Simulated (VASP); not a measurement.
Set up this calculation in VASP 6.6.1, as the native input.

| Item | Value |
| --- | --- |
| Task | relaxation of cell and atoms |
| Functional | PBE |
| Dispersion | D3(BJ) |
| Potentials or basis | VASP PAW PBE potentials, release 64 (Zn, O) |
| Cutoff | 600 eV |
| k mesh | 9 × 9 × 6 |
| Occupations | gaussian, width 0.02 eV |
| Spin | no spin polarisation |
| Dipole correction | no |
| Further INCAR settings | ALGO = Normal; EDIFF = 1e-06; IBRION = 2; EDIFFG = -0.005; NSW = 100; ISIF = 3 |

The structure of ZnO (zincite) lies in POSCAR:

```
ZnO
1.0
    3.2493080000      0.0000000000      0.0000000000
   -1.6246540000      2.8139832727      0.0000000000
    0.0000000000      0.0000000000      5.2057090000
Zn O
2 2
Direct
    0.3333333333      0.6666666667      0.5000000000
    0.6666666667      0.3333333333      0.0000000000
    0.6666666667      0.3333333333      0.3790100000
    0.3333333333      0.6666666667      0.8790100000
```

These files were run (other wordings do the same):

INCAR

```
  PREC = Accurate
  ENCUT = 600
  EDIFF = 1E-6
  ISMEAR = 0
  SIGMA = 0.02
  LREAL = False
  LASPH = True
  NELM = 100
  ALGO = Normal
  ISIF = 3
  LWAVE = False
  LCHARG = False
  GGA = PE
  IVDW = 12
  IBRION = 2
  NSW = 100
  EDIFFG = -0.005
```

KPOINTS

```
Automatic mesh
0
Gamma
  9 9 6
```

Potentials or basis: VASP PAW PBE potentials, release 64 (Zn, O).

Run with:

```bash
$ cat potpaw_PBE.64/Zn/POTCAR potpaw_PBE.64/O/POTCAR > POTCAR
$ mpirun -np 1 vasp_std > vasp.out
```

Results of the run:

```
Relaxed volume                         : 12.12 Å³/atom
Relaxed cell                           : a = 3.261 Å, b = 3.261 Å, c = 5.266 Å, α = 90.00°, β = 90.00°, γ = 120.00°
Space group after relaxing (to 0.05 Å) : P6_3mc (No. 186)
Energy gained by relaxing              : 2.2 meV/atom
Ionic steps                            : 11
Pressure after relaxing                : 0.0 GPa
Band gap on the k mesh                 : 0.75 eV, direct
Dispersion energy per atom             : -0.220 eV
```

Run time: 2.4 min on 1 thread of Intel(R) Xeon(R) 6975P-C (Granite Rapids), on a shared host, peak memory 0.22 GiB.
